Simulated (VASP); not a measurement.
Wanted: the native input for a VASP 6.6.1 run.

* Task: single point
* Functional: PBE
* Potentials or basis: VASP PAW PBE potentials, release 64 (B, N)
* Cutoff: 520 eV
* k mesh: 12 × 12 × 12
* Occupations: gaussian, width 0.05 eV
* Spin: no spin polarisation
* Dipole correction: no
* Further INCAR settings: ALGO = Normal; EDIFF = 1e-07; NBANDS = 11

The structure of BN lies in POSCAR:

```
BN
1.0
   -0.1359295336      1.8441106719      1.8123937807
    1.8123937807     -0.1359295336      1.8123937807
    1.6764642471      1.7081811383      0.0000000000
B N
1 1
Direct
    0.0000000000      0.0000000000      0.0000000000
    0.7500000000      0.7500000000      0.7500000000
```

This cell differs from its parent crystal: engineering shear strain xz -0.1500, normal strain along z +0.0175.

These files were run (other wordings do the same):

INCAR

```
SYSTEM = BN
  PREC = Accurate
  ENCUT = 520
  EDIFF = 1E-7
  ISMEAR = 0
  SIGMA = 0.05
  LREAL = .False.
  LASPH = .True.
  NELM = 100
  ALGO = Normal
  ISIF = 2
  LWAVE = .False.
  LCHARG = .True.
  GGA = PE
  LELF = .True.
  LVHAR = .True.
  NBANDS = 11
```

KPOINTS

```
regular mesh
0
Gamma
  12 12 12
  0 0 0
```

Potentials or basis: VASP PAW PBE potentials, release 64 (B, N).

Run with:

```console
$ cat potpaw_PBE.64/B/POTCAR potpaw_PBE.64/N/POTCAR > POTCAR
$ mpirun -np 1 vasp_std > vasp.out
```

It gave:

The pressure is 3.7 GPa. The largest force is 0.164 eV/Å and the band gap on the k mesh is 3.03 eV, indirect (least direct gap 6.09 eV).

Caveat: the cell differs from its parent crystal (engineering shear strain xz -0.1500, normal strain along z +0.0175).

Run time: 23 s on 1 thread of Intel(R) Xeon(R) 6975P-C (Granite Rapids), on a shared host, peak memory 0.17 GiB.
